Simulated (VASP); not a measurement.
# BeS (rocksalt type) (Fm-3m) in VASP: electric field gradients with PBE

Aim: the electric field gradients of BeS (rocksalt type) with PBE.

Everything below comes from runs of VASP 6.6.1. Logs are shortened: lines on timing, memory, paths and dates and some standing lists are left out, and cuts for length are marked.

### Step 1. The cell of the first run

It takes space group Fm-3m (No. 225, cubic). Conventional cell: a = 4.550 Å, b = 4.550 Å, c = 4.550 Å, α = 90.00°, β = 90.00°, γ = 90.00°. Be (site symmetry m-3m) has 6 S at 2.28 Å within 3.0 Å. S (site symmetry m-3m) has 6 Be at 2.28 Å within 3.0 Å.

### Step 2. Electric field gradients, PBE (11.78 Å³/atom)

Input file INCAR:

```
SYSTEM = BeS
ALGO = Normal
EDIFF = 1E-8
ENCUT = 520
GGA = PE
GGA_COMPAT = .False.
ISIF = 2
ISMEAR = -1
LASPH = .True.
LCHARG = .False.
LEFG = .True.
LREAL = .False.
LWAVE = .False.
NBANDS = 11
NELM = 120
PREC = Accurate
SIGMA = 0.08
```

Input file KPOINTS:

```
k-points
0
Gamma
  13 13 13
  0 0 0
```

Input file POSCAR:

```
BeS
1.0
    0.0000000000      2.2752257404      2.2752257404
    2.2752257404      0.0000000000      2.2752257404
    2.2752257404      2.2752257404      0.0000000000
Be S
1 1
Direct
    0.0000000000      0.0000000000      0.0000000000
    0.5000000000      0.5000000000      0.5000000000
```

Potentials or basis: VASP PAW PBE potentials, release 64 (Be, S).

Run with:

```
> cat potpaw_PBE.64/Be/POTCAR potpaw_PBE.64/S/POTCAR > POTCAR
> mpirun -np 1 vasp_std > vasp.out
```

OUTCAR:

```text
SYSTEM = BeS
   EDIFF = 1E-8
   ENCUT = 520
   GGA = PE
   ISIF = 2
   ISMEAR = -1
   LASPH = .True.
   LREAL = .False.
   NELM = 120
   PREC = Accurate

 ion  position               nearest neighbor table
   1  0.000  0.000  0.000-   2 2.28   2 2.28   2 2.28   2 2.28   2 2.28   2 2.28
   2  0.500  0.500  0.500-   1 2.28   1 2.28   1 2.28   1 2.28   1 2.28   1 2.28

  LATTYP: Found a face centered cubic cell.
 ALAT       =     4.5504514808

  Lattice vectors:

 A1 = (   0.0000000000,   2.2752257404,   2.2752257404)
 A2 = (   2.2752257404,   0.0000000000,   2.2752257404)
 A3 = (   2.2752257404,   2.2752257404,   0.0000000000)

Analysis of symmetry for initial positions (statically):
=====================================================================
 Subroutine PRICEL returns:
 Original cell was already a primitive cell.

 Routine SETGRP: Setting up the symmetry group for a
 face centered cubic supercell.

 Subroutine GETGRP returns: Found 48 space group operations
 (whereof 48 operations were pure point group operations)
 out of a pool of 48 trial point group operations.

The static configuration has the point symmetry O_h .

Analysis of symmetry for dynamics (positions and initial velocities):
=====================================================================
 Subroutine PRICEL returns:
 Original cell was already a primitive cell.

 Routine SETGRP: Setting up the symmetry group for a
 face centered cubic supercell.

 Subroutine GETGRP returns: Found 48 space group operations
 (whereof 48 operations were pure point group operations)
 out of a pool of 48 trial point group operations.

The dynamic configuration has the point symmetry O_h .

 Subroutine INISYM returns: Found 48 space group operations
 (whereof 48 operations are pure point group operations),
 and found     1 'primitive' translations

----------------------------------------------------------------------------------------

                                     Primitive cell

  volume of cell :      23.5561

  direct lattice vectors                    reciprocal lattice vectors
     0.000000000  2.275225740  2.275225740    -0.219758414  0.219758414  0.219758414
     2.275225740  0.000000000  2.275225740     0.219758414 -0.219758414  0.219758414
     2.275225740  2.275225740  0.000000000     0.219758414  0.219758414 -0.219758414

  length of vectors
     3.217655100  3.217655100  3.217655100     0.380632738  0.380632738  0.380632738

  position of ions in fractional coordinates (direct lattice)
     0.000000000  0.000000000  0.000000000
     0.500000000  0.500000000  0.500000000

  ion indices of the primitive-cell ions
   primitive index   ion index
                 1           1
                 2           2

----------------------------------------------------------------------------------------

 KPOINTS: k-points

Automatic generation of k-mesh.
 Grid dimensions read from file:
 generate k-points for:   13   13   13

 Generating k-lattice:

  Cartesian coordinates                     Fractional coordinates (reciprocal lattice)
    -0.016904493  0.016904493  0.016904493     0.076923077  0.000000000  0.000000000
     0.016904493 -0.016904493  0.016904493     0.000000000  0.076923077  0.000000000
     0.016904493  0.016904493 -0.016904493     0.000000000  0.000000000  0.076923077

  Length of vectors
     0.029279441  0.029279441  0.029279441

  Shift w.r.t. Gamma in fractional coordinates (k-lattice)
     0.000000000  0.000000000  0.000000000

 Subroutine IBZKPT returns following result:
 ===========================================

 Found     84 irreducible k-points:

 Following reciprocal coordinates:
            Coordinates               Weight
  0.000000  0.000000  0.000000      1.000000
  0.076923  0.000000  0.000000      8.000000
  0.153846  0.000000  0.000000      8.000000
  0.230769  0.000000  0.000000      8.000000
  0.307692  0.000000  0.000000      8.000000
  0.384615  0.000000  0.000000      8.000000
[... 16 lines left out ...]
  0.384615  0.153846  0.000000     24.000000
  0.461538  0.153846  0.000000     24.000000
 [... further k-points ...]
   k-points           NKPTS =     84   k-points in BZ     NKDIM =     84   number of bands    NBANDS=     11
   number of dos      NEDOS =    301   number of ions     NIONS =      2
   total plane-waves  NPLWV =  13824
   dimension x,y,z NGX =    24 NGY =   24 NGZ =   24
   dimension x,y,z NGXF=    48 NGYF=   48 NGZF=   48
   ions per type =               1   1
   NGX,Y,Z   is equivalent  to a cutoff of  12.40, 12.40, 12.40 a.u.
   NGXF,Y,Z  is equivalent  to a cutoff of  24.80, 24.80, 24.80 a.u.
 SYSTEM =  BeS
   PREC   = accura    normal or accurate (medium, high low for compatibility)
   ISTART =      0    job   : 0-new  1-cont  2-samecut
   ICHARG =      2    charge: 1-file 2-atom 10-const
   ISPIN  =      1    spin polarized calculation?
   LNONCOLLINEAR =      F non collinear calculations
   LSORBIT =      F    spin-orbit coupling
   LASPH  =      T    aspherical Exc in radial PAW
   ENCUT  =  520.0 eV  38.22 Ry    6.18 a.u.   5.98  5.98  5.98*2*pi/ulx,y,z
   NELM   =    120;   NELMIN=  2; NELMDL= -5     # of ELM steps
   EDIFF  = 0.1E-07   stopping-criterion for ELM
   LREAL  =      F    real-space projection
   EDIFFG = 0.1E-06   stopping-criterion for IOM
   NSW    =      0    number of steps for IOM
   IBRION =     -1    ionic relax: 0-MD 1-quasi-New 2-CG
   NFREE  =      0    steps in history (QN), initial steepest desc. (CG)
   ISIF   =      2    stress and relaxation
   ISYM   =      2    0-nonsym 1-usesym 2-fastsym
   POTIM  = 0.5000    time-step for ionic-motion
   TEBEG  =    0.0;   TEEND  =   0.0 temperature during run
   PSTRESS=    0.0 pullay stress
   NELECT =       8.0000    total number of electrons
   NUPDOWN=      -1.0000    fix difference up-down
   EMIN   =  10.00;   EMAX   =-10.00  energy-range for DOS
   EFERMI =   0.00;   METHOD = LEGACY
   ISMEAR =    -1;   SIGMA  =   0.08  broadening in eV -4-tet -1-fermi 0-gaus
   EFERMI_NEDOS =   21; number of points for ismear=-14 and -15
   IALGO  =     38    algorithm
   IMIX   =      4    mixing-type and parameters
     AMIX     =   0.40;   BMIX     =  1.00
     AMIX_MAG =   1.60;   BMIX_MAG =  1.00
  volume/ion in A,a.u.               =      11.78        79.48
  Fermi-wavevector in a.u.,A,eV,Ry     =   1.142186  2.158419 17.750023  1.304590
  Thomas-Fermi vector in A             =   2.278885
   LORBIT       =      0    0 simple, 1 ext, 2 COOP (PROOUT), +10 PAW based schemes
   GGA     = PE    functional components
   LHFCALC =     F    Hartree Fock is set to
   AEXX    =    0.0000 exact exchange contribution
   IVDW    =     0    specifies the selected vdW correction
   LEPSILON=     F    determine dielectric tensor
   LRPA    =     F    only Hartree local field effects (RPA)
 non-spin polarized calculation
  energy-cutoff  :      520.00
  volume of cell :       23.56
 maximum number of plane-waves:       646
   NGX = 11   NGY = 11   NGZ = 11

 number of electron       8.0000001 magnetization

 Free energy of the ion-electron system (eV)
  ---------------------------------------------------
  ext. energy  EPLUGINS =         0.00000000
  ---------------------------------------------------
  free energy    TOTEN  =        -8.87243449 eV

  energy without entropy =       -8.87240822  energy(sigma->0) =       -8.87242136

 E-fermi :   7.8718     XC(G=0): -10.8407

 val. band max:        7.2999195693   @ k =  -0.1538   0.1538   0.0000
 cond. band min:       8.3371209348   @ k =   0.4615   0.4615   0.0000
 fundamental gap:      1.0372013655
 Fermi energy:         7.8717623344

 k-point     1 :       0.0000    0.0000    0.0000
  band No.  band energies     occupation
      1      -8.2938      2.00000
      2       6.9671      1.99998
      3       6.9671      1.99998
      4       6.9671      1.99998
      5      13.2221      0.00000
      6      16.0487      0.00000
      7      16.0487      0.00000
      8      16.0487      0.00000
      9      17.1619      0.00000
     10      17.1619      0.00000
     11      17.1619      0.00000
[... 309 lines left out ...]
 k-point    24 :       0.4615    0.1538    0.0000
  band No.  band energies     occupation
      1      -5.8719      2.00000
      2       0.4868      2.00000
      3       5.0355      2.00000
      4       5.6333      2.00000
      5      10.5094      0.00000
      6      13.2167      0.00000
      7      13.7070      0.00000
      8      17.9527      0.00000
      9      18.9166      0.00000
     10      23.4574      0.00000
     11      24.1983      0.00000

 [... further k-points ...]

------------------------ aborting loop because EDIFF is reached ----------------------------------------

  FORCE on cell =-STRESS in cart. coord.  units (eV):
  Direction    XX          YY          ZZ          XY          YZ          ZX
  --------------------------------------------------------------------------------------
  -------------------------------------------------------------------------------------
  Total        0.8864309      0.8864309      0.8864309     -0.0000000      0.0000000      0.0000000
  in kB       60.2909290     60.2909290     60.2909290     -0.0000000      0.0000000      0.0000000
  external PRESSURE =      60.2909290 kB  Pullay stress =       0.0000000 kB

 VOLUME and BASIS-vectors are now :
 -----------------------------------------------------------------------------
  energy-cutoff  :      520.00
  volume of cell :       23.56
      direct lattice vectors                 reciprocal lattice vectors
     0.000000000  2.275225740  2.275225740    -0.219758414  0.219758414  0.219758414
     2.275225740  0.000000000  2.275225740     0.219758414 -0.219758414  0.219758414
     2.275225740  2.275225740  0.000000000     0.219758414  0.219758414 -0.219758414

 POSITION                                       TOTAL-FORCE (eV/Angst)
 -----------------------------------------------------------------------------------
      0.00000      0.00000      0.00000        -0.000000     -0.000000      0.000000
      2.27523      2.27523      2.27523         0.000000      0.000000      0.000000
 -----------------------------------------------------------------------------------
    total drift:                               -0.000000     -0.000000      0.000000

  FREE ENERGIE OF THE ION-ELECTRON SYSTEM (eV)
  ---------------------------------------------------
  free  energy   TOTEN  =        -8.8724344904 eV

  energy  without entropy=       -8.8724082203  energy(sigma->0) =       -8.87242136

 Electric field gradients (V/A^2)
---------------------------------------------------------------------
 ion       V_xx      V_yy      V_zz      V_xy      V_xz      V_yz
---------------------------------------------------------------------
   1       0.000     0.000     0.000    -0.000    -0.000    -0.000
   2       0.000     0.000    -0.000    -0.000    -0.000    -0.000
---------------------------------------------------------------------

 Electric field gradients after diagonalization (V/A^2)
 (convention: |V_zz| > |V_xx| > |V_yy|)
----------------------------------------------------------------------
 ion       V_xx      V_yy      V_zz     asymmetry (V_yy - V_xx)/ V_zz
----------------------------------------------------------------------
   1       0.000     0.000    -0.000       0.000
   2       0.000     0.000    -0.001       0.000
----------------------------------------------------------------------

           NMR quadrupolar parameters

 Cq : quadrupolar parameter    Cq=e*Q*V_zz/h
 eta: asymmetry parameters     (V_yy - V_xx)/ V_zz
 Q  : nuclear electric quadrupole moment in mb (millibarn)
----------------------------------------------------------------------
 ion       Cq(MHz)       eta       Q (mb)
----------------------------------------------------------------------
   1      -0.000       0.000       1.000
   2      -0.000       0.000       1.000
----------------------------------------------------------------------
```

It took 43 s on 1 thread of Intel Xeon 8259CL, shared host; peak memory 0.12 GiB.

Results:

* Free energy: -8.8724 eV
* Pressure: 6.0 GPa
* Band gap on the k mesh: 1.04 eV (least direct gap 4.42 eV)
* Largest electric field gradient by atom: under 0.05 V/Å² on every atom

Caveat: the cell stands under pressure; an odd mesh through Γ misses points on the zone boundary, where band edges can lie.
